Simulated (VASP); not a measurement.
# Al (P6_3/mmc) in VASP: further runs, part 2 of 2

VASP 6.6.1. Earlier steps stand in the parts before.

## (3) Single point, r2SCAN

This run uses another cell than the first one, of 15.97 Å³/atom, 1.005 times its volume.

File POSCAR:

```
Al
1.0
    2.8221979689      0.0000000000      0.0000000000
   -1.4110989845      2.4440951356      0.0000000000
    0.0000000000      0.0000000000      9.2620593442
Al
4
Direct
    0.0000000000      0.0000000000      0.0000000000
    0.3333333333      0.6666666667      0.2500000000
    0.0000000000      0.0000000000      0.5000000000
    0.6666666667      0.3333333333      0.7500000000
```

File INCAR.step1:

```
PREC = Accurate ; ENCUT = 520
ISMEAR = 0 ; SIGMA = 0.15
LREAL = False ; LASPH = True
NELM = 100 ; NBANDS = 14
GGA = PE ; ALGO = Normal
EDIFF = 1E-4 ; LWAVE = True
LCHARG = False
```

File INCAR.step2:

```
PREC = Accurate ; ENCUT = 520
EDIFF = 1E-6 ; ISMEAR = 0
SIGMA = 0.15 ; LREAL = False
LASPH = True ; NELM = 100
ALGO = Normal ; ISIF = 2
LWAVE = False ; LCHARG = True
METAGGA = R2SCAN ; LMIXTAU = True
LELF = True ; LVHAR = True
NBANDS = 14 ; ISTART = 1
```

File KPOINTS:

```
regular mesh
0
Gamma
  12 12 4
```

Potentials or basis: VASP PAW PBE potentials, release 64 (Al).

Started as:

```sh
> cat potpaw_PBE.64/Al/POTCAR > POTCAR
> cp INCAR.step1 INCAR
> mpirun -np 1 vasp_std > vasp.out
> cp INCAR.step2 INCAR
> mpirun -np 1 vasp_std > vasp.out
```

OUTCAR:

```text
PREC = Accurate
   ENCUT = 520
   EDIFF = 1E-6
   ISMEAR = 0
   LREAL = False
   LASPH = True
   NELM = 100
   ISIF = 2
   METAGGA = R2SCAN
   ISTART = 1

 ion  position               nearest neighbor table
   1  0.000  0.000  0.000-   2 2.83   4 2.83   4 2.83   2 2.83   4 2.83   2 2.83
   2  0.333  0.667  0.250-   1 2.83   3 2.83   1 2.83   3 2.83   1 2.83   3 2.83
   3  0.000  0.000  0.500-   2 2.83   4 2.83   4 2.83   2 2.83   4 2.83   2 2.83
   4  0.667  0.333  0.750-   1 2.83   3 2.83   1 2.83   3 2.83   1 2.83   3 2.83

[... 611 lines left out ...]
  Direction    XX          YY          ZZ          XY          YZ          ZX
  --------------------------------------------------------------------------------------
  -------------------------------------------------------------------------------------
  Total        0.0453232      0.0453232     -0.4986014     -0.0000000      0.0000000      0.0000000
  in kB        1.1366276      1.1366276    -12.5040558     -0.0000000      0.0000000      0.0000000
  external PRESSURE =      -3.4102669 kB  Pullay stress =       0.0000000 kB

 VOLUME and BASIS-vectors are now :
 -----------------------------------------------------------------------------
  energy-cutoff  :      520.00
  volume of cell :       63.89
      direct lattice vectors                 reciprocal lattice vectors
     2.822197969  0.000000000  0.000000000     0.354333754  0.204574688  0.000000000
    -1.411098984  2.444095136  0.000000000     0.000000000  0.409149376  0.000000000
     0.000000000  0.000000000  9.262059344     0.000000000  0.000000000  0.107967350

 POSITION                                       TOTAL-FORCE (eV/Angst)
 -----------------------------------------------------------------------------------
      0.00000      0.00000      0.00000         0.000000      0.000000      0.000000
     -0.00000      1.62940      2.31551         0.000000     -0.000000     -0.000000
      0.00000      0.00000      4.63103         0.000000      0.000000      0.000000
      1.41110      0.81470      6.94654        -0.000000      0.000000      0.000000
 -----------------------------------------------------------------------------------
    total drift:                               -0.000000      0.000000      0.000000

  FREE ENERGIE OF THE ION-ELECTRON SYSTEM (eV)
  ---------------------------------------------------
  free  energy   TOTEN  =       -26.8916213345 eV

  energy  without entropy=      -26.8737448011  energy(sigma->0) =      -26.88268307
```

OSZICAR.step1:

```text
N       E                     dE             d eps       ncg     rms          rms(c)
DAV:   1     0.598791480375E+01    0.59879E+01   -0.41796E+03  1604   0.664E+02
DAV:   2    -0.143449199027E+02   -0.20333E+02   -0.18664E+02  2084   0.871E+01
DAV:   3    -0.150055635847E+02   -0.66064E+00   -0.65300E+00  2174   0.128E+01
DAV:   4    -0.150097835802E+02   -0.42200E-02   -0.42193E-02  1892   0.132E+00
DAV:   5    -0.150098343913E+02   -0.50811E-04   -0.50811E-04  2200   0.146E-01    0.270E+00
DAV:   6    -0.149540703889E+02    0.55764E-01   -0.56646E-03  1836   0.431E-01    0.157E+00
DAV:   7    -0.149143694136E+02    0.39701E-01   -0.14683E-02  1848   0.647E-01    0.222E-01
DAV:   8    -0.149139185312E+02    0.45088E-03   -0.27516E-04  2150   0.864E-02    0.326E-02
DAV:   9    -0.149139080264E+02    0.10505E-04   -0.12647E-05  1084   0.176E-02
   1 F= -.14913908E+02 E0= -.14903914E+02  d E =-.199886E-01
```

Wall time 3.4 min (1 thread of AMD EPYC 7R13 (Zen 3), shared host); peak memory 0.18 GiB.

What came out:

```yaml
Free_energy: -26.8916 eV
Pressure: -0.3 GPa
Band_gap_on_the_k_mesh: zero (band 6 reaches 12.41 eV, above the bottom of band 7 at 6.96 eV)
```

Caveat: the PAW data sets were made with another functional, which shifts forces and pressure a little.

## (4) Single point, r2SCAN

This run uses another cell than the first one, of 15.97 Å³/atom, 1.005 times its volume.

POSCAR is that of step 3.

File INCAR.step1:

```
ALGO = Normal ; EDIFF = 1E-4
ENCUT = 520 ; GGA = PE
ISMEAR = 0 ; LASPH = T
LCHARG = F ; LREAL = F
LWAVE = T ; NBANDS = 14
NELM = 60 ; PREC = Accurate
SIGMA = 0.1
```

File INCAR.step2:

```
ALGO = Normal ; EDIFF = 1E-6
ENCUT = 520 ; ISIF = 2
ISMEAR = 0 ; ISTART = 1
LASPH = T ; LCHARG = F
LMIXTAU = T ; LREAL = F
LWAVE = F ; METAGGA = R2SCAN
NBANDS = 14 ; NELM = 60
PREC = Accurate ; SIGMA = 0.1
```

File KPOINTS:

```
k-points
0
Gamma
  18 18 6
```

Started as:

```sh
> cat potpaw_PBE.64/Al/POTCAR > POTCAR
> cp INCAR.step1 INCAR
> mpirun -np 1 vasp_std > vasp.out
> cp INCAR.step2 INCAR
> mpirun -np 1 vasp_std > vasp.out
```

Run time: 8.5 min. Hardware: 1 thread of AMD EPYC 7R13 (Zen 3), shared host; peak memory 0.22 GiB.

It converged, with:

* Free energy: -26.8943 eV
* Pressure: -0.3 GPa
* Band gap on the k mesh: zero (band 6 reaches 12.51 eV, above the bottom of band 7 at 6.72 eV)

Levels at points of the mesh, in eV from the Fermi level:
```csv
k point,band 3,band 4,band 5,band 6,band 7,band 8,band 9,band 10
"(0.00, 0.00, 0.00)",-10.24,-5.15,-4.63,3.65,3.65,11.76,11.76,11.86
"(0.50, 0.00, 0.00)",-4.28,-4.27,-3.45,-3.44,0.82,1.23,1.52,1.89
"(0.00, 0.00, 0.50)",-8.00,-8.00,-0.98,-0.98,8.87,8.87,12.10,12.10
"(0.50, 0.00, 0.50)",-5.15,-5.15,-1.99,-1.99,-1.26,-1.26,4.95,4.95
```

Caveat: the PAW data sets were made with another functional, which shifts forces and pressure a little.

## (5) The runs side by side

| cell | k mesh | smearing | gap on the mesh (eV) | pressure (GPa) |
| --- | --- | --- | --- | --- |
| a = 2.827, b = 2.827, c = 9.186 Å, angles 90.0, 90.0, 120.0°, 4 atoms | 6 × 6 × 2 | gaussian 0.1 eV | none | 0.4 |
| a = 2.822, b = 2.822, c = 9.262 Å, angles 90.0, 90.0, 120.0°, 4 atoms | 12 × 12 × 4 | gaussian 0.15 eV | none | -0.3 |
| a = 2.822, b = 2.822, c = 9.262 Å, angles 90.0, 90.0, 120.0°, 4 atoms | 18 × 18 × 6 | gaussian 0.1 eV | none | -0.3 |

Alike in all rows: task single point; level r2SCAN; potentials or basis VASP PAW PBE potentials, release 64 (Al); no spin polarisation; cutoff (eV) 520.

Caveats: some runs use coarse meshes; the PAW data sets were made with another functional, which shifts forces and pressure a little.

Absolute energies hang on the potentials; compare differences alone.
